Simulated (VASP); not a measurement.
# PbSe (Fm-3m) in VASP: further runs, part 2 of 2

VASP 6.6.1. The steps go on from the part before.

## 4. Relaxation of cell and atoms, RPBE

Contents of INCAR:

```
ALGO = Normal
EDIFF = 1E-7
EDIFFG = -0.02
ENCUT = 500
GGA = RP
GGA_COMPAT = F
IBRION = 2
ISIF = 3
ISMEAR = 0
LASPH = T
LCHARG = F
LREAL = F
LWAVE = F
NELM = 120
NELMIN = 4
NSW = 80
PREC = Accurate
SIGMA = 0.01
```

Contents of KPOINTS:

```
k-points
0
Gamma
  6 6 6
```

Contents of POSCAR:

```
PbSe
1.0
    0.0000000000      3.0606500000      3.0606500000
    3.0606500000      0.0000000000      3.0606500000
    3.0606500000      3.0606500000      0.0000000000
Pb Se
1 1
Direct
    0.0000000000      0.0000000000      0.0000000000
    0.5000000000      0.5000000000      0.5000000000
```

Potentials or basis: VASP PAW PBE potentials, release 64 (Pb_d, Se).

On the command line:

```bash
$ cat potpaw_PBE.64/Pb_d/POTCAR potpaw_PBE.64/Se/POTCAR > POTCAR
$ mpirun -np 1 vasp_std > vasp.out
```

OUTCAR:

```text
EDIFF = 1E-7
   EDIFFG = -0.02
   ENCUT = 500
   GGA = RP
   IBRION = 2
   ISIF = 3
   ISMEAR = 0
   LASPH = T
   LREAL = F
   NELM = 120
   NELMIN = 4
   NSW = 80
   PREC = Accurate

 ion  position               nearest neighbor table
   1  0.000  0.000  0.000-   2 3.06   2 3.06   2 3.06   2 3.06   2 3.06   2 3.06
   2  0.500  0.500  0.500-   1 3.06   1 3.06   1 3.06   1 3.06   1 3.06   1 3.06

  LATTYP: Found a face centered cubic cell.
 ALAT       =     6.1213000000

  Lattice vectors:

 A1 = (   0.0000000000,   3.0606500000,   3.0606500000)
 A2 = (   3.0606500000,   0.0000000000,   3.0606500000)
 A3 = (   3.0606500000,   3.0606500000,   0.0000000000)

Analysis of symmetry for initial positions (statically):
=====================================================================
 Subroutine PRICEL returns:
 Original cell was already a primitive cell.

 Routine SETGRP: Setting up the symmetry group for a
 face centered cubic supercell.

 Subroutine GETGRP returns: Found 48 space group operations
 (whereof 48 operations were pure point group operations)
 out of a pool of 48 trial point group operations.

The static configuration has the point symmetry O_h .

Analysis of symmetry for dynamics (positions and initial velocities):
=====================================================================
 Subroutine PRICEL returns:
 Original cell was already a primitive cell.

 Routine SETGRP: Setting up the symmetry group for a
 face centered cubic supercell.

 Subroutine GETGRP returns: Found 48 space group operations
 (whereof 48 operations were pure point group operations)
 out of a pool of 48 trial point group operations.

The dynamic configuration has the point symmetry O_h .

 Subroutine INISYM returns: Found 48 space group operations
 (whereof 48 operations are pure point group operations),
 and found     1 'primitive' translations

----------------------------------------------------------------------------------------

                                     Primitive cell

  volume of cell :      57.3418

  direct lattice vectors                    reciprocal lattice vectors
     0.000000000  3.060650000  3.060650000    -0.163363991  0.163363991  0.163363991
     3.060650000  0.000000000  3.060650000     0.163363991 -0.163363991  0.163363991
     3.060650000  3.060650000  0.000000000     0.163363991  0.163363991 -0.163363991

  length of vectors
     4.328412740  4.328412740  4.328412740     0.282954733  0.282954733  0.282954733

  position of ions in fractional coordinates (direct lattice)
     0.000000000  0.000000000  0.000000000
     0.500000000  0.500000000  0.500000000

  ion indices of the primitive-cell ions
   primitive index   ion index
                 1           1
                 2           2

----------------------------------------------------------------------------------------

 KPOINTS: k-points

Automatic generation of k-mesh.
 Grid dimensions read from file:
 generate k-points for:    6    6    6

 Generating k-lattice:

  Cartesian coordinates                     Fractional coordinates (reciprocal lattice)
    -0.027227332  0.027227332  0.027227332     0.166666667  0.000000000  0.000000000
     0.027227332 -0.027227332  0.027227332     0.000000000  0.166666667  0.000000000
     0.027227332  0.027227332 -0.027227332     0.000000000  0.000000000  0.166666667

  Length of vectors
     0.047159122  0.047159122  0.047159122

  Shift w.r.t. Gamma in fractional coordinates (k-lattice)
     0.000000000  0.000000000  0.000000000

 Subroutine IBZKPT returns following result:
 ===========================================

 Found     16 irreducible k-points:

 Following reciprocal coordinates:
            Coordinates               Weight
  0.000000  0.000000  0.000000      1.000000
  0.166667  0.000000  0.000000      8.000000
  0.333333  0.000000  0.000000      8.000000
  0.500000  0.000000  0.000000      4.000000
  0.166667  0.166667  0.000000      6.000000
  0.333333  0.166667  0.000000     24.000000
[... 8 lines left out ...]
 -0.333333  0.333333  0.166667     24.000000
 -0.333333  0.500000  0.166667     12.000000
   k-points           NKPTS =     16   k-points in BZ     NKDIM =     16   number of bands    NBANDS=     14
   number of dos      NEDOS =    301   number of ions     NIONS =      2
   total plane-waves  NPLWV =  32768
   dimension x,y,z NGX =    32 NGY =   32 NGZ =   32
   dimension x,y,z NGXF=    64 NGYF=   64 NGZF=   64
   ions per type =               1   1
   NGX,Y,Z   is equivalent  to a cutoff of  12.29, 12.29, 12.29 a.u.
   NGXF,Y,Z  is equivalent  to a cutoff of  24.58, 24.58, 24.58 a.u.
 SYSTEM =  unknown system
   PREC   = accura    normal or accurate (medium, high low for compatibility)
   ISTART =      0    job   : 0-new  1-cont  2-samecut
   ICHARG =      2    charge: 1-file 2-atom 10-const
   ISPIN  =      1    spin polarized calculation?
   LNONCOLLINEAR =      F non collinear calculations
   LSORBIT =      F    spin-orbit coupling
   LASPH  =      T    aspherical Exc in radial PAW
   ENCUT  =  500.0 eV  36.75 Ry    6.06 a.u.   7.89  7.89  7.89*2*pi/ulx,y,z
   NELM   =    120;   NELMIN=  4; NELMDL= -5     # of ELM steps
   EDIFF  = 0.1E-06   stopping-criterion for ELM
   LREAL  =      F    real-space projection
   EDIFFG = -.2E-01   stopping-criterion for IOM
   NSW    =     80    number of steps for IOM
   IBRION =      2    ionic relax: 0-MD 1-quasi-New 2-CG
   NFREE  =      1    steps in history (QN), initial steepest desc. (CG)
   ISIF   =      3    stress and relaxation
   ISYM   =      2    0-nonsym 1-usesym 2-fastsym
   POTIM  = 0.5000    time-step for ionic-motion
   TEBEG  =    0.0;   TEEND  =   0.0 temperature during run
   PSTRESS=    0.0 pullay stress
   NELECT =      20.0000    total number of electrons
   NUPDOWN=      -1.0000    fix difference up-down
   EMIN   =  10.00;   EMAX   =-10.00  energy-range for DOS
   EFERMI =   0.00;   METHOD = LEGACY
   ISMEAR =     0;   SIGMA  =   0.01  broadening in eV -4-tet -1-fermi 0-gaus
   EFERMI_NEDOS =   21; number of points for ismear=-14 and -15
   IALGO  =     38    algorithm
   IMIX   =      4    mixing-type and parameters
     AMIX     =   0.40;   BMIX     =  1.00
     AMIX_MAG =   1.60;   BMIX_MAG =  1.00
  volume/ion in A,a.u.               =      28.67       193.48
  Fermi-wavevector in a.u.,A,eV,Ry     =   1.152377  2.177676 18.068159  1.327972
  Thomas-Fermi vector in A             =   2.289028
   LORBIT       =      0    0 simple, 1 ext, 2 COOP (PROOUT), +10 PAW based schemes
   GGA     = RP    functional components
   LHFCALC =     F    Hartree Fock is set to
   AEXX    =    0.0000 exact exchange contribution
   IVDW    =     0    specifies the selected vdW correction
   LEPSILON=     F    determine dielectric tensor
   LRPA    =     F    only Hartree local field effects (RPA)
 conjugate gradient relaxation of ions
 non-spin polarized calculation
 Gauss-broadening in eV      SIGMA  =   0.01
  energy-cutoff  :      500.00
  volume of cell :       57.34
 maximum number of plane-waves:      1470
   NGX = 15   NGY = 15   NGZ = 15

--------------------------------------- Ionic step        1  -------------------------------------------

 number of electron      20.0000000 magnetization

 Free energy of the ion-electron system (eV)
  ---------------------------------------------------
  ext. energy  EPLUGINS =         0.00000000
  ---------------------------------------------------
  free energy    TOTEN  =        -7.46603535 eV

  energy without entropy =       -7.46603535  energy(sigma->0) =       -7.46603535

 E-fermi :   5.2798     XC(G=0):  -9.3820

 val. band max:        5.1951757570   @ k =   0.5000   0.0000   0.0000
 cond. band min:       5.5718117973   @ k =   0.5000   0.0000   0.0000
 fundamental gap:      0.3766360403
 Fermi energy:         5.2798497066

 k-point     1 :       0.0000    0.0000    0.0000
  band No.  band energies     occupation
      1     -11.7174      2.00000
      2     -11.7174      2.00000
      3     -11.7174      2.00000
      4     -11.7094      2.00000
      5     -11.7094      2.00000
      6      -8.3794      2.00000
      7      -1.0657      2.00000
      8       3.3023      2.00000
      9       3.3023      2.00000
     10       3.3023      2.00000
     11       9.9540      0.00000
     12       9.9540      0.00000
     13       9.9540      0.00000
     14      11.7445      0.00000
[... 322 lines left out ...]
  energy  without entropy=       -7.5225536454  energy(sigma->0) =       -7.52255365

--------------------------------------- Ionic step        3  -------------------------------------------

 number of electron      20.0000005 magnetization

 Free energy of the ion-electron system (eV)
  ---------------------------------------------------
  ext. energy  EPLUGINS =         0.00000000
  ---------------------------------------------------
  free energy    TOTEN  =        -7.52654844 eV

  energy without entropy =       -7.52654844  energy(sigma->0) =       -7.52654844

 E-fermi :   4.2752     XC(G=0):  -8.9869

 val. band max:        4.1539124108   @ k =   0.5000   0.0000   0.0000
 cond. band min:       4.7839977985   @ k =   0.5000   0.0000   0.0000
 fundamental gap:      0.6300853877
 Fermi energy:         4.2752374319

 k-point     1 :       0.0000    0.0000    0.0000
  band No.  band energies     occupation
      1     -12.5980      2.00000
      2     -12.5980      2.00000
      3     -12.5980      2.00000
      4     -12.5864      2.00000
      5     -12.5864      2.00000
      6      -8.6936      2.00000
      7      -2.1829      2.00000
      8       2.6825      2.00000
      9       2.6825      2.00000
     10       2.6825      2.00000
     11       8.7774      0.00000
     12       8.7774      0.00000
     13       8.7774      0.00000
     14      10.9418      0.00000
[... 282 lines left out ...]
  FREE ENERGIE OF THE ION-ELECTRON SYSTEM (eV)
  ---------------------------------------------------
  free  energy   TOTEN  =        -7.5265484410 eV

  energy  without entropy=       -7.5265484410  energy(sigma->0) =       -7.52654844

 reached required accuracy - stopping structural energy minimisation
```

CONTCAR:

```text
PbSe
   1.00000000000000
     0.0000000000000000    3.1470534804358024    3.1470534804358024
     3.1470534804358024    0.0000000000000000    3.1470534804358024
     3.1470534804358024    3.1470534804358024   -0.0000000000000000
  Pb              Se
     1     1
Direct
     0.0000000000000000    0.0000000000000000    0.0000000000000000
     0.5000000000000000    0.5000000000000000    0.5000000000000000

  0.00000000E+00  0.00000000E+00  0.00000000E+00
  0.00000000E+00  0.00000000E+00  0.00000000E+00
```

Wall time 44 s (1 thread of Intel Xeon 6975P-C (Granite Rapids), shared host); peak memory 0.18 GiB.

Results:

| Property | Result |
| --- | --- |
| Free energy | -7.5265 eV |
| Relaxed volume | 31.17 Å³/atom |
| Relaxed cell | a = 4.451 Å, b = 4.451 Å, c = 4.451 Å, α = 60.00°, β = 60.00°, γ = 60.00° |
| Space group after relaxing (to 0.1 Å) | Fm-3m (No. 225) |
| Energy gained by relaxing | 30.3 meV/atom |
| Ionic steps | 3 |
| Pressure after relaxing | 0.0 GPa |
| Band gap on the k mesh | 0.63 eV |

Step by step:
```tsv
step	energy change (eV)	largest force (eV/Å)	pressure (GPa)	volume (Å³)
1	0.0000	0.0000	4.18	57.34
2	-0.0565	0.0000	-0.88	63.78
3	-0.0605	0.0000	0.01	62.34
```

Final structure:
```
Pb Se
1.0
     0.00000    3.14705    3.14705
     3.14705    0.00000    3.14705
     3.14705    3.14705    0.00000
Pb Se
1 1
Direct
  0.00000 0.00000 0.00000
  0.50000 0.50000 0.50000
```

Levels at points of the mesh, in eV from the valence-band top:
```tsv
k point	band 6	band 7	band 8	band 9	band 10	band 11	band 12	band 13	band 14
(0.00, 0.00, 0.00)	-12.85	-6.34	-1.47	-1.47	-1.47	4.62	4.62	4.62	6.79
(0.50, 0.00, 0.00)	-11.97	-8.29	-1.12	-1.12	0.00	0.63	1.96	1.96	8.64
(0.50, 0.50, 0.00)	-11.71	-7.18	-4.23	-2.67	-2.67	4.19	5.39	5.39	5.80
```

Caveat: the PAW data sets were made with another functional, which shifts forces and pressure a little; spin-orbit coupling is left out, which moves the levels of the heavy elements. Zero-point motion and thermal expansion aren't in these numbers.

## 5. Relaxation of cell and atoms, PBE+D3(BJ)

Contents of INCAR:

```
ALGO = Normal
EDIFF = 1E-7
EDIFFG = -0.02
ENCUT = 500
GGA = PE
GGA_COMPAT = False
IBRION = 2
ISIF = 3
ISMEAR = 0
IVDW = 12
LASPH = True
LCHARG = False
LREAL = False
LWAVE = False
NELM = 120
NELMIN = 4
NSW = 80
PREC = Accurate
SIGMA = 0.01
```

KPOINTS is that of step 4.

POSCAR is that of step 4.

On the command line:

```bash
$ cat potpaw_PBE.64/Pb_d/POTCAR potpaw_PBE.64/Se/POTCAR > POTCAR
$ mpirun -np 1 vasp_std > vasp.out
```

Wall time 19 s (1 thread of Intel Xeon 6975P-C (Granite Rapids), shared host); peak memory 0.2 GiB.

It converged, with:

| Item | Value |
| --- | --- |
| Free energy | -8.9181 eV |
| Relaxed volume | 28.87 Å³/atom |
| Relaxed cell | a = 4.338 Å, b = 4.338 Å, c = 4.338 Å, α = 60.00°, β = 60.00°, γ = 60.00° |
| Space group after relaxing (to 0.1 Å) | Fm-3m (No. 225) |
| Energy gained by relaxing | 0.1 meV/atom |
| Ionic steps | 2 |
| Pressure after relaxing | -0.1 GPa |
| Band gap on the k mesh | 0.32 eV |
| Dispersion energy per atom | -0.366 eV |

Step by step:
```
step  energy change (eV)  largest force (eV/Å)  pressure (GPa)  volume (Å³)
   1              0.0000                0.0000            0.27        57.34
   2             -0.0002                0.0000           -0.09        57.74
```

Final structure:
```
CELL_PARAMETERS angstrom
0.00000 3.06770 3.06770
3.06770 0.00000 3.06770
3.06770 3.06770 0.00000
ATOMIC_POSITIONS crystal
Pb 0.00000 0.00000 0.00000
Se 0.50000 0.50000 0.50000
```

Levels at points of the mesh, in eV from the valence-band top:
```
           k point  band 7  band 8  band 9  band 10  band 11  band 12  band 13  band 14
(0.00, 0.00, 0.00)   -6.31   -1.84   -1.84    -1.84     4.70     4.70     4.70     6.54
(0.50, 0.00, 0.00)   -8.76   -1.44   -1.44     0.00     0.32     1.72     1.72     8.55
(0.50, 0.50, 0.00)   -7.36   -4.92   -3.19    -3.19     3.73     5.59     5.59     6.02
```

Caveat: spin-orbit coupling is left out, which moves the levels of the heavy elements.

## 6. Overview

| level | potentials or basis | gap on the mesh (eV) | pressure (GPa) | relaxed volume (Å³/atom) |
| --- | --- | --- | --- | --- |
| revPBE+D3(BJ) | VASP PAW PBE potentials, release 64 (Pb_d, Se) | 0.33 | 0.1 | 28.46 |
| LDA | VASP PAW LDA potentials, release 64 (Pb_d, Se) | 0.03 | 0.1 | 27.54 |
| RPBE | VASP PAW PBE potentials, release 64 (Pb_d, Se) | 0.63 | 0.0 | 31.17 |
| PBE+D3(BJ) | VASP PAW PBE potentials, release 64 (Pb_d, Se) | 0.32 | -0.1 | 28.87 |

Alike in all rows: task relaxation of cell and atoms; no spin polarisation; cell relaxed; k mesh 6 × 6 × 6; cutoff (eV) 500; smearing gaussian 0.01 eV.

Caveats: spin-orbit coupling is left out, which moves the levels of the heavy elements; the PAW data sets were made with another functional, which shifts forces and pressure a little (at least some runs).

Absolute energies hang on the potentials; compare differences alone.
